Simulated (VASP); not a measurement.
Set up this calculation in VASP 6.6.1, as the native input.

- Task: single point
- Functional: PBE
- Dispersion: D3(BJ)
- Potentials or basis: VASP PAW PBE potentials, release 64 (C, Cl, H)
- Cutoff: 520 eV
- k mesh: 1 × 1 × 1
- Occupations: fermi-dirac, width 0.05 eV
- Spin: no spin polarisation
- Dipole correction: no
- Further INCAR settings: LREAL = Auto; ALGO = Normal; EDIFF = 1e-06; NBANDS = 82

The structure of H3CCl lies in POSCAR:

```
H3CCl
1.0
    9.8538750000      0.0000000000      0.0000000000
    0.0000000000      9.8538750000      0.0000000000
    0.0000000000      0.0000000000      9.8538750000
C Cl H
8 8 24
Direct
    0.0042216894      0.2381296698      0.1917519757
    0.1359363702      0.6461924877      0.2063858127
    0.4489198412      0.1592267002      0.1763265720
    0.9838464563      0.5336682270      0.8285167003
    0.3729192830      0.4973373419      0.6227905266
    0.8908272126      0.9325163958      0.3279522015
    0.7929672337      1.0210906877      0.7926120435
    0.8121880986      0.5634940569      0.3439357613
    0.0184090015      0.2223693725      0.3762174779
    0.1838769012      0.7134756631      0.3744313785
    0.4372594538      0.3203815758      0.2765916962
    0.8567796933      0.5541271835      0.9578769773
    0.4800040593      0.6002714668      0.4957237635
    0.8575103703      0.9639659525      0.4959977674
    0.8776851746      0.8679529627      0.7648970583
    0.8756453679      0.5765346120      0.5164161307
    0.0354682802      0.3493042077      0.1614999175
    0.0718499068      0.1698722584      0.1295226497
   -0.1029848664      0.2226636729      0.1801930713
    0.0381981708      0.6974312136      0.1945934975
    0.2082429501      0.6962032703      0.1474546815
    0.1145031777      0.5269906509      0.2042343748
    0.4783397394      0.1756263399      0.0755540333
    0.5067854017      0.0936179929      0.2300719260
    0.3392878436      0.1313696388      0.1510573252
    0.9575116388      0.4536083520      0.7496340272
    0.9937410410      0.6264033185      0.7719196763
    1.0710608771      0.4739049359      0.8707538912
    0.4191751976      0.4840633761      0.7224974946
    0.2772005937      0.5376362091      0.6199084117
    0.3769887481      0.3923634103      0.5787266431
    0.8570638454      1.0275348530      0.2656518375
    1.0007027692      0.9263157895      0.3060217427
    0.8446727810      0.8456673136      0.2857556038
    0.6868972866      1.0004287653      0.7968438812
    0.8313176289      1.0514848220      0.8953837957
    0.8152224379      1.1133285129      0.7267293324
    0.7196255280      0.6362065685      0.3300833428
    0.8995547437      0.5972980173      0.2727556418
    0.7921350738      0.4585708668      0.3232230975
```

The input as run:

INCAR

```
PREC = Accurate
ENCUT = 520
EDIFF = 1E-6
ISMEAR = -1
SIGMA = 0.05
LREAL = Auto
LASPH = T
NELM = 60
ALGO = Normal
ISIF = 2
LWAVE = F
LCHARG = T
GGA = PE
IVDW = 12
LELF = T
LVHAR = T
NBANDS = 82
```

KPOINTS

```
Automatic mesh
0
Gamma
  1 1 1
```

Potentials or basis: VASP PAW PBE potentials, release 64 (C, Cl, H).

The run is started by

```console
$ cat potpaw_PBE.64/C/POTCAR potpaw_PBE.64/Cl/POTCAR potpaw_PBE.64/H/POTCAR > POTCAR
$ mpirun -np 1 vasp_gam > vasp.out
```

Results of the run:

```
Pressure                   : -0.4 GPa
Largest force              : 5.171 eV/Å
Band gap on the k mesh     : 4.21 eV
Dispersion energy per atom : -0.037 eV
```

Caveat: the k points lie up to 0.64 Å⁻¹ apart.

It took 3.6 min on 1 thread of Intel(R) Xeon(R) Platinum 8375C CPU @ 2.90GHz (Ice Lake) (shared host), peak memory 0.91 GiB.
